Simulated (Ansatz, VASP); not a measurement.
**One calculation of Ag, two programs**

File INCAR:

```
SYSTEM = Ag
  PREC = Accurate
  ENCUT = 600
  EDIFF = 1E-7
  ISMEAR = 1
  SIGMA = 0.1
  LREAL = .FALSE.
  LASPH = .TRUE.
  NELM = 80
  ALGO = Normal
  ISIF = 3
  LWAVE = .FALSE.
  LCHARG = .FALSE.
  GGA = PS
  IBRION = 2
  NSW = 60
  EDIFFG = -0.005
```

The input KPOINTS:

```
regular mesh
0
G
  23 23 23
  0 0 0
```

File POSCAR:

```
Ag
1.0
    0.0000000000      2.0450000000      2.0450000000
    2.0450000000      0.0000000000      2.0450000000
    2.0450000000      2.0450000000      0.0000000000
Ag
1
Direct
    0.0000000000      0.0000000000      0.0000000000
```

Input for Ansatz:

```yaml
crystal:
  lattice:
    - [0.0, 2.045, 2.045]
    - [2.045, 0.0, 2.045]
    - [2.045, 2.045, 0.0]
  atoms:
    - { symbol: Ag, position: [0.0, 0.0, 0.0] }
kpoints:
  mp_grid: { grid: [23, 23, 23] }
scf:
  occupations: { method: cold, width: 0.1 }
hamiltonian:
  xc: pbesol
  pseudopotentials: { kind: paw, azcp: { folder: soft_1 } }
output:
  forces: true
  stress: true
  populations: false
relax:
  f_tol: 0.005
  max_steps: 40
  cell: {}
```

Alike in both runs: task relaxation of cell and atoms; functional PBEsol; k mesh 23 × 23 × 23; no spin polarisation.

|  | VASP | Ansatz |
| --- | --- | --- |
| version | VASP 6.6.1 | Ansatz 0.2.0 |
| potentials or method | VASP PAW PBE potentials, release 64 (Ag) | plane-wave PAW, scalar-relativistic |
| plane-wave cutoff (eV) | 600 | 420 |
| occupations | methfessel-paxton of order 1, width 0.1 eV | cold, width 0.1 eV |
| valence electrons in the cell | 11 | 19 |

Ansatz gave:

| Property | Result |
| --- | --- |
| relaxed volume (Å³/atom) | 16.66 |
| relaxed cell length with the largest relative difference (Å) | 2.867 |

Q: Estimate VASP's values.

A: Relaxed volume (Å³/atom): 16.62; relaxed cell length with the largest relative difference (Å): 2.865.

VASP's potentials were made for PBE, not for PBEsol, and Ansatz warns of the same on its side. VASP's potentials hold 11 valence electrons a cell and Ansatz's 19, so a difference there can come from the potentials and not from the codes.
